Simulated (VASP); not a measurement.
# H24CO11 in VASP: notebook, part 2 of 2

VASP 6.6.1. Earlier steps stand in the parts before.

### 3 Single point, PBE+D3(BJ)

INCAR

```
SYSTEM = H24CO11
PREC = Accurate
ENCUT = 520
EDIFF = 1E-6
ISMEAR = -1
SIGMA = 0.05
LREAL = Auto
LASPH = .True.
NELM = 60
ALGO = Normal
ISIF = 2
LWAVE = .False.
LCHARG = .False.
GGA = PE
IVDW = 12
NBANDS = 71
```

KPOINTS

```
Automatic mesh
0
Gamma
  1 1 1
  0 0 0
```

POSCAR

```
H24CO11
1.0
    6.9125170000      0.0000000000      0.0000000000
    0.0000000000      6.9125170000      0.0000000000
    0.0000000000      0.0000000000      6.9125170000
O H C
11 24 1
Direct
    0.3102343184      0.5684181319      0.2685852346
    0.8497338958      0.2883464880      0.7802946452
    0.6709422921      0.6038032167      0.5207509797
    0.9330899295      0.2254894997      0.1621117170
    0.2714062041      0.7292133965      0.7042152663
    0.6148266977      0.9484388971      0.1833051550
    0.1875438426      0.1615041236      0.4971416345
    0.0317684571      0.8253144260      0.1579742950
    0.8163307229      0.6437452523      0.9236577646
    0.6640273000      0.0164050229      0.5350583586
    0.2373954379      0.3782558509      0.7927647773
    0.2936990969      0.4726064326      0.1653232824
    0.4526137151      0.5610402115      0.2748926332
    0.7799763820      0.3911021123      0.8383487520
    0.9675202245      0.3413373161      0.8009383557
    0.5986820720      0.7292857291      0.5168016223
    0.6224650153      0.5267401151      0.6270942986
    0.8791732447      0.1902056805      0.0399854351
    0.8397954030      0.1841152796      0.2701910173
    0.3333084027      0.8052783089      0.6080853038
    0.2557823728      0.8352529187      0.7910287960
    0.6603817394      0.9355781693      0.3286791193
    0.7136040316      0.8528152625      0.1440575119
    0.1661044740      0.1722093414      0.3494674950
    0.0789726810      0.2454966838      0.5444037244
    0.0117323400      0.9151369899      0.2531205348
    0.1169038716      0.7012206986      0.1485565967
    0.7955134143      0.7032604766      0.7991589749
    0.8813866208      0.7188843080      1.0187316718
    0.7579728195      0.0983433386      0.5861830069
    0.5736550087      0.0937719213      0.4750946725
    0.4278615156      0.1614462576      0.8729092456
    0.2262417582      0.5185376036      0.7527938087
    0.5259155240      0.3444186828      0.7241501178
    0.4792320945      0.4031382491      0.9502761440
    0.4308705498      0.3149359343      0.8443957534
```

Potentials or basis: VASP PAW PBE potentials, release 64 (O, H, C).

The run is started by

```
$ cat potpaw_PBE.64/O/POTCAR potpaw_PBE.64/H/POTCAR potpaw_PBE.64/C/POTCAR > POTCAR
$ mpirun -np 1 vasp_gam > vasp.out
```

It took 65 s on 1 thread of Intel Xeon 8259CL, shared host; peak memory 0.39 GiB.

Results (log left out):

```yaml
Free_energy: -173.4761 eV
Pressure: 3.9 GPa
Largest_force: 6.092 eV/Å
Band_gap_on_the_k_mesh: 3.77 eV
Dispersion_energy_per_atom: -0.038 eV
```

Forces in eV/Å, atoms in the order of the input:
```
O    0.704 -0.854 -0.800
O   -3.416 -2.960 -1.456
O   -0.130  1.129 -0.717
O   -0.158  0.074  3.368
O   -0.032  0.407  0.209
O    1.267 -1.206  1.907
O   -1.373  0.286 -2.412
O    0.594 -4.044 -4.517
O   -1.675 -2.193 -1.293
O    0.113 -3.085  0.723
O   -0.609 -0.227  0.728
H   -0.582 -0.151  0.155
H   -0.188  0.583  0.452
H   -1.301  1.313  0.852
H    5.333  1.318  0.542
H    0.726 -1.215  0.430
H   -0.414  0.132  0.054
H   -0.702 -0.467 -0.882
H    1.067  0.592 -2.243
H    0.421  0.102 -1.817
H   -0.692  0.483  1.585
H   -0.905  0.596 -2.075
H   -0.670  0.308 -0.908
H    0.251 -0.188  1.904
H    1.353 -0.594 -0.125
H    0.592  1.506  2.875
H   -0.592  2.720  2.029
H    0.317  0.642 -0.080
H    1.169  1.511  0.819
H    1.903  1.653  1.605
H   -2.439  2.097 -0.937
H    0.054 -0.374  0.341
H    0.965 -0.853  0.251
H    0.323 -0.432 -0.812
H    1.397  1.602  3.135
C   -2.670 -0.213 -2.892
```

Stress tensor (GPa, compression positive):
```
3.35 2.74 0.82
2.74 3.82 3.12
0.82 3.12 4.45
```

Levels at points of the mesh, in eV from the valence-band top:
```csv
k point,band 45,band 46,band 47,band 48,band 49,band 50
"(0.00, 0.00, 0.00)",-0.84,-0.53,0.00,3.77,6.26,6.55
```

Caveat: the k points lie up to 0.91 Å⁻¹ apart.

### 4 Single point, PBE+D3(BJ)

INCAR

```
SYSTEM = H24CO11
PREC = Accurate
ENCUT = 520
EDIFF = 1E-6
ISMEAR = -1
SIGMA = 0.05
LREAL = Auto
LASPH = .TRUE.
NELM = 80
ALGO = Normal
ISIF = 2
LWAVE = .FALSE.
LCHARG = .TRUE.
GGA = PE
IVDW = 12
LELF = .TRUE.
LVHAR = .TRUE.
NBANDS = 71
```

KPOINTS

```
Automatic mesh
0
G
  1 1 1
  0 0 0
```

POSCAR

```
H24CO11
1.0
    6.9125170000      0.0000000000      0.0000000000
    0.0000000000      6.9125170000      0.0000000000
    0.0000000000      0.0000000000      6.9125170000
O H C
11 24 1
Direct
    0.4072322715      0.5219661666      0.2222490013
    0.8241715717      0.3432902950      0.8058135698
    0.6128447858      0.6348772813      0.5388919839
    0.9806413496      0.2501404337      0.1934027793
    0.1985673236      0.7302839183      0.6310581225
    0.6590652869      0.9559759491      0.1258875747
    0.2086360149      0.1563251128      0.4731561600
    0.1093957527      0.8174446443      0.1182203241
    0.7700523557      0.7044756635      0.9291984381
    0.6829060963      0.0684265948      0.4910078340
    0.2410265320      0.3191601554      0.8651407295
    0.2967949301      0.4879987999      0.3030444627
    0.4818939324      0.6347615492      0.2446865592
    0.8539147173      0.4416336336      0.9076578040
    0.9627318096      0.2833410753      0.7543706583
    0.7153544794      0.7276365469      0.5780383614
    0.5692282565      0.5462265048      0.6584287605
    1.0049161543      0.2746756355      0.0582566379
    0.8382040869      0.2513411540      0.2360789854
    0.1584806229      0.6958970227      0.4925557507
    0.2431097095      0.8672383735      0.6467542865
    0.6647650921      0.9082943304      0.2641006163
    0.6226241469      0.8613649702      0.0250270632
    0.2193556992      0.0932800599      0.3502920861
    0.0708135691      0.1792834651      0.4616986837
    0.0799564037      0.9331767285      0.1862852562
    0.1845782079      0.7403092101      0.2112255203
    0.8711443314      0.6710869572      0.8207864082
    0.8401425993      0.7054159867      1.0333717805
    0.6364107314      0.0473922885      0.6417488738
    0.6421250031      0.1943720355      0.4514419277
    0.4249971465      0.1175837976      0.9953827238
    0.2892868112      0.4468271109      0.8165332541
    0.5104218912      0.2125998388      0.7547612541
    0.5160638303      0.3386031456      0.9865436859
    0.4266752617      0.2483755194      0.8904426564
```

The run is started by

```
$ cat potpaw_PBE.64/O/POTCAR potpaw_PBE.64/H/POTCAR potpaw_PBE.64/C/POTCAR > POTCAR
$ mpirun -np 1 vasp_gam > vasp.out
```

Run time: 69 s. Hardware: 1 thread of Intel Xeon 8259CL, shared host; peak memory 0.4 GiB.

The run converged. Its results:

```
Free energy                : -171.8383 eV
Pressure                   : -0.4 GPa
Largest force              : 9.510 eV/Å
Band gap on the k mesh     : 3.41 eV
Dispersion energy per atom : -0.038 eV
```

Forces on the atoms (eV/Å):
```
O   -0.925 -1.631 -1.471
O    3.333 -1.337 -0.966
O   -0.326 -1.189  1.972
O   -1.662  0.015  2.018
O   -0.645 -0.361 -0.919
O   -0.579  0.533  1.680
O    0.099 -0.225  0.861
O    0.478 -1.334  0.094
O   -2.005 -1.958 -9.088
O   -0.192 -1.879  3.658
O   -0.010  2.202 -1.140
H    0.691  0.364  0.386
H    0.110  0.870  1.317
H   -0.185 -0.877 -0.861
H   -2.878  1.673  1.604
H   -0.895 -0.950  0.247
H    1.607  2.312 -2.452
H   -0.493 -0.003 -0.561
H    2.142 -0.143 -1.720
H    0.796  1.233  2.188
H   -0.573 -0.979 -0.945
H   -0.378  0.362 -1.556
H    0.291  0.226  0.939
H    0.846 -0.204 -0.822
H   -0.300  0.427  0.346
H   -0.745  1.316  0.318
H    0.107  0.064 -0.764
H   -1.693  0.829  1.731
H    4.659  0.732  6.517
H    1.048  1.018 -3.753
H   -0.686  0.839  0.209
H   -0.206  0.712 -1.512
H   -2.013 -0.194  0.152
H   -0.777  0.298  0.593
H   -0.037  0.598 -0.593
C    1.997 -3.358  2.294
```

Stress tensor (GPa, compression positive):
```
-1.08 -2.54  4.54
-2.54  0.93  2.35
 4.54  2.35 -0.96
```

Levels at points of the mesh, in eV from the valence-band top:
| k point | band 44 | band 45 | band 46 | band 47 | band 48 | band 49 | band 50 | band 51 |
| --- | --- | --- | --- | --- | --- | --- | --- | --- |
| (0.00, 0.00, 0.00) | -0.86 | -0.54 | -0.31 | 0.00 | 3.41 | 5.57 | 6.16 | 6.38 |

Caveat: the k points lie up to 0.91 Å⁻¹ apart.

### 5 The runs side by side

```csv
cell,gap on the mesh (eV),pressure (GPa),largest force (eV/Å)
"as given, atomic positions A",4.29,0.0,0.29
"as given, atomic positions B",3.77,3.9,6.09
"as given, atomic positions C",3.41,-0.4,9.51
```

Alike in all rows: task single point; level PBE+D3(BJ); potentials or basis VASP PAW PBE potentials, release 64 (O, H, C); no spin polarisation; k mesh 1 × 1 × 1; cutoff (eV) 520; smearing fermi-dirac 0.05 eV.

Caveats: all runs use coarse meshes.

Absolute energies hang on the potentials; compare differences alone.
